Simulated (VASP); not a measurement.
# TiB4 (P4/mmm) in VASP: a series of runs, part 2 of 2

VASP 6.6.1.

**3. Relaxation of cell and atoms, PBE**

This run uses another cell than the first one, of 8.75 Å³/atom, 1.031 times its volume.

File INCAR:

```
SYSTEM = TiB4
ALGO = Normal
EDIFF = 1E-6
EDIFFG = -0.04
ENCUT = 600
GGA = PE
IBRION = 2
ISIF = 3
ISMEAR = 0
LASPH = .True.
LCHARG = .False.
LREAL = .False.
LWAVE = .False.
NELM = 80
NSW = 90
PREC = Accurate
SIGMA = 0.1
```

File KPOINTS:

```
k-points
0
Gamma
  6 6 6
  0 0 0
```

File POSCAR:

```
TiB4
1.0
    3.5842289600      0.0000000000      0.0000000000
    0.0000000000      3.5842289600      0.0000000000
    0.0000000000      0.0000000000      3.4038658500
Ti B
1 4
Direct
    0.0000000000      0.0000000000      0.5000000000
    0.2410571200      0.5000000000      0.0000000000
    0.7589428800      0.5000000000      0.0000000000
    0.5000000000      0.2410571200      0.0000000000
    0.5000000000      0.7589428800      0.0000000000
```

Potentials or basis: VASP PAW PBE potentials, release 64 (Ti_sv, B).

Run with:

```console
$ cat potpaw_PBE.64/Ti_sv/POTCAR potpaw_PBE.64/B/POTCAR > POTCAR
$ mpirun -np 1 vasp_std > vasp.out
```

OUTCAR:

```text
SYSTEM = TiB4
   EDIFF = 1E-6
   EDIFFG = -0.04
   ENCUT = 600
   GGA = PE
   IBRION = 2
   ISIF = 3
   ISMEAR = 0
   LASPH = .True.
   LREAL = .False.
   NELM = 80
   NSW = 90
   PREC = Accurate

 ion  position               nearest neighbor table
   1  0.000  0.000  0.500-
   2  0.241  0.500  0.000-   4 1.31   5 1.31   3 1.73   3 1.86
   3  0.759  0.500  0.000-   4 1.31   5 1.31   2 1.73   2 1.86
   4  0.500  0.241  0.000-   2 1.31   3 1.31   5 1.73   5 1.86
   5  0.500  0.759  0.000-   2 1.31   3 1.31   4 1.73   4 1.86

  LATTYP: Found a simple tetragonal cell.
 ALAT       =     3.5842289600
 C/A-ratio  =     0.9496786863

  Lattice vectors:

 A1 = (   3.5842289600,   0.0000000000,   0.0000000000)
 A2 = (   0.0000000000,   3.5842289600,   0.0000000000)
 A3 = (   0.0000000000,   0.0000000000,   3.4038658500)

Analysis of symmetry for initial positions (statically):
=====================================================================
 Subroutine PRICEL returns:
 Original cell was already a primitive cell.

 Routine SETGRP: Setting up the symmetry group for a
 simple tetragonal supercell.

 Subroutine GETGRP returns: Found 16 space group operations
[... 165 lines left out ...]
 number of electron      24.0000004 magnetization

 Free energy of the ion-electron system (eV)
  ---------------------------------------------------
  ext. energy  EPLUGINS =         0.00000000
  ---------------------------------------------------
  free energy    TOTEN  =       -26.02658820 eV

  energy without entropy =      -26.01686892  energy(sigma->0) =      -26.02172856

------------------------ aborting loop because EDIFF is reached ----------------------------------------

  FORCE on cell =-STRESS in cart. coord.  units (eV):
  Direction    XX          YY          ZZ          XY          YZ          ZX
  --------------------------------------------------------------------------------------
  -------------------------------------------------------------------------------------
  Total       34.3938208     34.3938208     -9.3404569      0.0000000     -0.0000000      0.0000000
  in kB     1260.1640365   1260.1640365   -342.2273993      0.0000000     -0.0000000      0.0000000
  external PRESSURE =     726.0335579 kB  Pullay stress =       0.0000000 kB
[... 1484 lines left out ...]
      5      -1.0124      2.00000
      6       0.3121      2.00000
[... 8 lines left out ...]
     15      13.0644      0.00000
     16      13.2399      0.00000

 [... further k-points ...]

[... ionic steps 4 to 19 ...]

--------------------------------------- Ionic step       20  -------------------------------------------

 number of electron      23.9999999 magnetization

------------------------ aborting loop because EDIFF is reached ----------------------------------------
[... 73 lines left out ...]
--------------------------------------- Ionic step       22  -------------------------------------------

 number of electron      23.9999999 magnetization

 Free energy of the ion-electron system (eV)
  ---------------------------------------------------
  ext. energy  EPLUGINS =         0.00000000
  ---------------------------------------------------
  free energy    TOTEN  =       -34.84796546 eV

  energy without entropy =      -34.84251465  energy(sigma->0) =      -34.84524006

 E-fermi :   8.0262     XC(G=0): -12.1088

 val. band max:        8.0068546313   @ k =   0.1667   0.0000   0.1667
 cond. band min:       8.0494482487   @ k =   0.5000   0.5000   0.1667
 fundamental gap:      0.0425936175
 Fermi energy:         8.0261645343
[... 488 lines left out ...]
  FREE ENERGIE OF THE ION-ELECTRON SYSTEM (eV)
  ---------------------------------------------------
  free  energy   TOTEN  =       -34.8479654591 eV

  energy  without entropy=      -34.8425146515  energy(sigma->0) =      -34.84524006

 reached required accuracy - stopping structural energy minimisation
```

OSZICAR:

```text
N       E                     dE             d eps       ncg     rms          rms(c)
DAV:   1     0.216151449505E+03    0.21615E+03   -0.13738E+04  1280   0.179E+03
DAV:   2    -0.235489173910E+02   -0.23970E+03   -0.23690E+03  1408   0.455E+02
[... 422 lines left out ...]
DAV:   2    -0.348540335170E+02   -0.88673E-03   -0.13873E-01  1680   0.287E+00    0.497E-01
DAV:   3    -0.348479629914E+02    0.60705E-02   -0.47371E-02  1784   0.151E+00    0.877E-02
DAV:   4    -0.348478986326E+02    0.64359E-04   -0.93909E-04  1648   0.291E-01    0.257E-02
DAV:   5    -0.348479409657E+02   -0.42333E-04   -0.10802E-04  1880   0.636E-02    0.211E-02
DAV:   6    -0.348479597773E+02   -0.18812E-04   -0.23855E-05  2008   0.272E-02    0.114E-02
DAV:   7    -0.348479651904E+02   -0.54132E-05   -0.94772E-06  1744   0.183E-02    0.249E-03
DAV:   8    -0.348479654591E+02   -0.26869E-06   -0.98945E-07   824   0.623E-03
  22 F= -.34847965E+02 E0= -.34845240E+02  d E =-.348911E-03
```

It took 7.1 min on 1 thread of Intel Xeon 6975P-C (Granite Rapids), shared host; peak memory 0.2 GiB.

Results:

* Free energy: -34.8480 eV
* Relaxed volume: 8.53 Å³/atom
* Relaxed cell: a = 4.018 Å, b = 4.018 Å, c = 2.641 Å, α = 90.00°, β = 90.00°, γ = 90.00°
* Space group after relaxing (to 0.05 Å): P4/mmm (No. 123)
* Energy gained by relaxing: 1764.3 meV/atom
* Ionic steps: 22
* Pressure after relaxing: 0.1 GPa
* Largest force after relaxing: 0.015 eV/Å
* Band gap on the k mesh: zero (band 12 reaches 9.17 eV, above the bottom of band 13 at 6.83 eV)

Forces on the atoms (eV/Å):
```
Ti   0.000  0.000  0.000
B    0.015  0.000  0.000
B   -0.015  0.000  0.000
B    0.000  0.015  0.000
B    0.000 -0.015  0.000
```

Step by step:
| step | energy change (eV) | largest force (eV/Å) | pressure (GPa) | volume (Å³) |
| --- | --- | --- | --- | --- |
| 1 | 0.0000 | 19.3629 | 72.60 | 43.73 |
| 2 | 996.6348 | 3652.7414 | 1007.33 | 70.58 |
| 3 | 26.7376 | 23.5879 | -2.48 | 151.48 |
| 4 | 21.4310 | 13.6199 | -17.24 | 153.21 |
| 5 | 19.2580 | 6.0449 | -27.92 | 154.93 |
| 6 | -1.4608 | 0.2104 | -20.11 | 53.21 |
| 7 | -3.6826 | 0.6363 | -10.87 | 43.53 |
| 8 | 18.1385 | 56.3405 | 346.43 | 27.28 |
| 9 | -3.8749 | 0.8419 | -4.30 | 42.05 |
| 10 | -4.5325 | 3.2276 | 55.59 | 34.24 |
| 11 | -4.5480 | 0.7157 | 7.42 | 39.22 |
| 12 | -4.9186 | 0.4378 | 25.66 | 36.68 |
| 13 | -6.9632 | 9.3409 | 27.96 | 41.43 |
| 14 | -8.1197 | 4.0977 | 11.93 | 40.12 |
| 15 | -2.2507 | 15.1159 | 33.54 | 47.45 |
| 16 | -8.7767 | 0.8996 | 0.70 | 42.12 |
| 17 | -8.7892 | 0.4032 | 1.17 | 41.90 |
| 18 | -8.7893 | 0.3212 | 1.25 | 41.87 |
| 19 | -8.8177 | 0.0729 | 0.67 | 42.74 |
| 20 | -8.8210 | 0.0294 | 0.69 | 42.52 |
| 21 | -8.8206 | 0.0798 | -0.87 | 42.82 |
| 22 | -8.8214 | 0.0154 | 0.07 | 42.64 |

Final structure:
```xyz
5
Lattice="4.0180 0.0000 0.0000 0.0000 4.0180 0.0000 0.0000 0.0000 2.6413" Properties=species:S:1:pos:R:3 pbc="T T T"
Ti    0.0000    0.0000    1.3206
B     0.8083    2.0090    0.0000
B     3.2098    2.0090    0.0000
B     2.0090    0.8083    0.0000
B     2.0090    3.2098    0.0000
```
